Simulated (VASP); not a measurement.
# TiC (CsCl type) (Pm-3m) in VASP: notebook, part 2 of 2

VASP 6.6.1. The steps go on from the part before.

**4. Relaxation of cell and atoms, PBE, target pressure 300 GPa, at which the enthalpy is minimised**

The input, INCAR:

```
PREC = Accurate ; ENCUT = 600
EDIFF = 1E-7 ; ISMEAR = -1
SIGMA = 0.05 ; LREAL = F
LASPH = T ; NELM = 60
ALGO = Normal ; ISIF = 3
LWAVE = F ; LCHARG = F
GGA = PE ; IBRION = 2
NSW = 32 ; EDIFFG = -0.005
PSTRESS = 3000.0
```

The input, KPOINTS:

```
regular mesh
0
Gamma
  16 16 16
```

The input, POSCAR:

```
TiC
1.0
    2.2864998894      0.0000000000      0.0000000000
    0.0000000000      2.2864998894      0.0000000000
    0.0000000000      0.0000000000      2.2864998894
Ti C
1 1
Direct
    0.0000000000      0.0000000000      0.0000000000
    0.5000000000      0.5000000000      0.5000000000
```

Launch:

```
cat potpaw_PBE.64/Ti_sv/POTCAR potpaw_PBE.64/C/POTCAR > POTCAR
mpirun -np 1 vasp_std > vasp.out
```

Run time: 71 s. Hardware: 1 thread of Intel Xeon Platinum 8175M at 2.50GHz (Skylake/Cascade Lake), shared host; peak memory 0.15 GiB.

The run converged. Its results:

```yaml
Free_energy: -11.4223 eV
Relaxed_volume: 5.98 Å³/atom
Relaxed_cell: a = 2.286 Å, b = 2.286 Å, c = 2.286 Å, α = 90.00°, β = 90.00°, γ = 90.00°
Space_group_after_relaxing_to_0.1_Å: Pm-3m (No. 221)
Energy_change_on_relaxing_the_run_minimises_the_enthalpy: +2.2 meV/atom
Ionic_steps: 3
Pressure_after_relaxing: 300.0 GPa
Band_gap_on_the_k_mesh: zero (bands 8 and 9 overlap by 4.45 eV)
```

Step by step:
```
step  energy change (eV)  largest force (eV/Å)  pressure (GPa)  volume (Å³)
   1              0.0000                0.0000          299.77        11.95
   2              0.0273                0.0000          301.15        11.94
   3              0.0045                0.0000          300.00        11.95
```

Final structure:
```cif
data_structure
_symmetry_space_group_name_H-M 'P 1'
_symmetry_Int_Tables_number 1
_cell_length_a 2.2863
_cell_length_b 2.2863
_cell_length_c 2.2863
_cell_angle_alpha 90.000
_cell_angle_beta 90.000
_cell_angle_gamma 90.000
_cell_volume 11.95
loop_
_atom_site_label
_atom_site_type_symbol
_atom_site_fract_x
_atom_site_fract_y
_atom_site_fract_z
_atom_site_occupancy
Ti1 Ti 0.00000 0.00000 0.00000 1
C1 C 0.50000 0.50000 0.50000 1
```

Levels at points of the mesh, in eV from the Fermi level:
```csv
k point,band 4,band 5,band 6,band 7,band 8,band 9,band 10,band 11,band 12
"(0.00, 0.00, 0.00)",-31.08,-15.61,-3.53,-3.53,2.66,2.66,2.66,5.79,5.79
"(0.50, 0.00, 0.00)",-30.69,-9.85,-8.70,-2.07,-2.07,-1.71,6.33,7.80,11.19
"(0.50, 0.50, 0.00)",-30.40,-13.08,-3.40,-3.40,-0.80,2.60,2.60,3.89,8.38
"(0.50, 0.50, 0.50)",-32.96,-9.41,-9.41,-9.41,-5.76,8.60,8.60,12.12,12.12
```

Caveat: the cell is relaxed towards a set pressure, so the run minimises the enthalpy, not the energy.

**5. Relaxation of cell and atoms, PBE, target pressure 300 GPa, at which the enthalpy is minimised**

This run uses another cell than the first one, of 6.13 Å³/atom.

The input, INCAR:

```
SYSTEM = TiC
ALGO = Normal
EDIFF = 1E-6
EDIFFG = -0.005
ENCUT = 600
GGA = PE
IBRION = 2
ISIF = 3
ISMEAR = -1
LASPH = .TRUE.
LCHARG = .FALSE.
LREAL = .FALSE.
LWAVE = .FALSE.
NELM = 80
NSW = 60
PREC = Accurate
PSTRESS = 3000.0
SIGMA = 0.05
```

The input, KPOINTS:

```
k-points
0
G
  16 16 16
  0 0 0
```

The input, POSCAR:

```
TiC
1.0
    2.3057965419      0.0000000000      0.0000000000
    0.0000000000      2.3057965419      0.0000000000
    0.0000000000      0.0000000000      2.3057965419
Ti C
1 1
Direct
    0.0000000000      0.0000000000      0.0000000000
    0.5000000000      0.5000000000      0.5000000000
```

Potentials or basis: VASP PAW PBE potentials, release 64 (Ti_sv, C).

Launch:

```
cat potpaw_PBE.64/Ti_sv/POTCAR potpaw_PBE.64/C/POTCAR > POTCAR
mpirun -np 1 vasp_std > vasp.out
```

OUTCAR:

```text
SYSTEM = TiC
   EDIFF = 1E-6
   EDIFFG = -0.005
   ENCUT = 600
   GGA = PE
   IBRION = 2
   ISIF = 3
   ISMEAR = -1
   LASPH = .TRUE.
   LREAL = .FALSE.
   NELM = 80
   NSW = 60
   PREC = Accurate
   PSTRESS = 3000.0

 ion  position               nearest neighbor table
   1  0.000  0.000  0.000-   2 2.00   2 2.00   2 2.00   2 2.00   2 2.00   2 2.00   2 2.00   2 2.00

   2  0.500  0.500  0.500-   1 2.00   1 2.00   1 2.00   1 2.00   1 2.00   1 2.00   1 2.00   1 2.00

  LATTYP: Found a simple cubic cell.
 ALAT       =     2.3057965419

  Lattice vectors:

 A1 = (   2.3057965419,   0.0000000000,   0.0000000000)
 A2 = (   0.0000000000,   2.3057965419,   0.0000000000)
 A3 = (   0.0000000000,   0.0000000000,   2.3057965419)

Analysis of symmetry for initial positions (statically):
=====================================================================
 Subroutine PRICEL returns:
[... 306 lines left out ...]
      3     -13.4651      2.00000
      4     -13.4651      2.00000
      5       2.0021      2.00000
      6      14.0847      2.00000
      7      14.0847      2.00000
      8      20.2719      0.00000
      9      20.2719      0.00000
     10      20.2719      0.00000
     11      23.4055      0.00000
     12      23.4055      0.00000
[... 331 lines left out ...]
 k-point    24 :       0.5000    0.1250    0.0000
  band No.  band energies     occupation
      1     -38.1005      2.00000
      2     -16.7402      2.00000
      3     -13.5636      2.00000
      4     -13.0375      2.00000
      5       7.3047      2.00000
      6       9.5504      2.00000
      7      15.1578      2.00000
      8      15.8923      2.00000
      9      16.4109      2.00000
     10      23.2637      0.00000
     11      25.2426      0.00000
     12      28.0266      0.00000

 [... further k-points ...]

------------------------ aborting loop because EDIFF is reached ----------------------------------------

  FORCE on cell =-STRESS in cart. coord.  units (eV):
  Direction    XX          YY          ZZ          XY          YZ          ZX
  --------------------------------------------------------------------------------------
  -------------------------------------------------------------------------------------
  Total       22.3814955     22.3814955     22.3814955     -0.0000000     -0.0000000      0.0000000
  in kB     3000.1737334   3000.1737334   3000.1737334     -0.0000000     -0.0000000      0.0000000
  external PRESSURE =       0.1737334 kB  Pullay stress =    3000.0000000 kB
[... 21 lines left out ...]
  energy  without entropy=      -11.4081139859  energy(sigma->0) =      -11.41623905

  enthalpy is  TOTEN    =        10.9558353223 eV   P V=       22.3801994312

 reached required accuracy - stopping structural energy minimisation
```

OSZICAR:

```text
N       E                     dE             d eps       ncg     rms          rms(c)
DAV:   1     0.130058726222E+03    0.13006E+03   -0.92666E+03  3964   0.196E+03
DAV:   2    -0.769698793666E+01   -0.13776E+03   -0.13021E+03  4088   0.425E+02
DAV:   3    -0.161382476383E+02   -0.84413E+01   -0.76192E+01  4940   0.953E+01
[... 43 lines left out ...]
DAV:   3    -0.114243533573E+02    0.96132E-04   -0.32116E-04  4680   0.244E-01    0.438E-02
DAV:   4    -0.114243514932E+02    0.18641E-05   -0.10636E-04  4352   0.121E-01    0.139E-02
DAV:   5    -0.114243614499E+02   -0.99567E-05   -0.19194E-05  4676   0.432E-02    0.518E-03
DAV:   6    -0.114243647502E+02   -0.33003E-05   -0.11106E-05  4576   0.196E-02    0.564E-03
DAV:   7    -0.114243641089E+02    0.64129E-06   -0.64575E-06  4124   0.237E-02
   4 F= 0.10955835E+02 E0= 0.10963960E+02  d E =-.274507E-01
```

CONTCAR:

```text
TiC
   1.00000000000000
     2.2863941133937478   -0.0000000000000000    0.0000000000000000
    -0.0000000000000000    2.2863941133937478    0.0000000000000000
    -0.0000000000000000    0.0000000000000000    2.2863941133937478
  Ti              C
     1     1
Direct
     0.0000000000000000    0.0000000000000000    0.0000000000000000
     0.5000000000000000    0.5000000000000000    0.5000000000000000

  0.00000000E+00  0.00000000E+00  0.00000000E+00
  0.00000000E+00  0.00000000E+00  0.00000000E+00
```

It took 98 s on 1 thread of Intel Xeon Platinum 8175M at 2.50GHz (Skylake/Cascade Lake), shared host; peak memory 0.15 GiB.

What came out:

```yaml
Free_energy: -11.4244 eV
Relaxed_volume: 5.98 Å³/atom
Relaxed_cell: a = 2.286 Å, b = 2.286 Å, c = 2.286 Å, α = 90.00°, β = 90.00°, γ = 90.00°
Space_group_after_relaxing_to_0.1_Å: Pm-3m (No. 221)
Energy_change_on_relaxing_the_run_minimises_the_enthalpy: +273.6 meV/atom
Ionic_steps: 4
Pressure_after_relaxing: 300.0 GPa
Band_gap_on_the_k_mesh: zero (bands 8 and 9 overlap by 4.45 eV)
```

Step by step:
```tsv
step	energy change (eV)	largest force (eV/Å)	pressure (GPa)	volume (Å³)
1	0.0000	0.0000	271.90	12.26
2	4.1577	0.0000	485.33	10.45
3	0.5134	0.0000	298.14	11.97
4	0.5472	0.0000	300.02	11.95
```

Final structure:
```yaml
crystal:
  lattice:
    - [2.28639, 0.00000, 0.00000]
    - [0.00000, 2.28639, 0.00000]
    - [0.00000, 0.00000, 2.28639]
  atoms:
    - { symbol: Ti, position: [0.00000, 0.00000, 0.00000] }
    - { symbol: C, position: [0.50000, 0.50000, 0.50000] }
```

Caveat: the cell is relaxed towards a set pressure, so the run minimises the enthalpy, not the energy.

**6. The runs side by side**

```csv
task,cell,cutoff (eV),gap on the mesh (eV),pressure (GPa)
single point,"a = 2.286 Å, 2 atoms",520,none,300.0
single point,"a = 2.287 Å, 2 atoms",520,none,299.4
relaxation of cell and atoms,"relaxed to 300 GPa from a = 2.286 Å, 2 atoms",600,none,300.0
relaxation of cell and atoms,"relaxed to 300 GPa from a = 2.306 Å, 2 atoms",600,none,300.0
```

Alike in all rows: level PBE; potentials or basis VASP PAW PBE potentials, release 64 (Ti_sv, C); no spin polarisation; k mesh 16 × 16 × 16; smearing fermi-dirac 0.05 eV.

Caveats: the cell stands under pressure (at least some runs); the cell is relaxed towards a set pressure, so the run minimises the enthalpy, not the energy (at least some runs).

Absolute energies hang on the potentials; compare differences alone.
